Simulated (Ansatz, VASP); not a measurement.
## One calculation of BeS, two programs

```
CELL_PARAMETERS angstrom
0.00000 2.53126 2.33619
2.33619 0.00000 2.33619
2.33619 2.53126 0.00000
ATOMIC_POSITIONS crystal
Be 0.00000 0.00000 0.00000
S 0.75000 0.75000 0.75000
```

Alike in both runs: task single point; functional PBEsol; k mesh 10 × 10 × 10; occupations gaussian, width 0.05 eV; no spin polarisation.

```csv
,VASP,Ansatz
version,VASP 6.6.1,Ansatz 0.2.0
potentials or method,"VASP PAW PBE potentials, release 64 (Be, S), cutoff 520 eV","scalar-relativistic, plane waves, PAW"
valence electrons in the cell,8,8
```

```csv
,VASP,Ansatz,Ansatz less VASP
gap on the k mesh at the Fermi level (eV),2.48,2.48,-0.004
least direct gap on the mesh (eV),5.40,5.38,-0.023
pressure (GPa),2.6,2.4,-0.17
"traceless stress, the component that is largest in VASP (GPa)",-5.90,-5.93,-0.030
```

VASP's potentials were made for PBE, not for PBEsol.
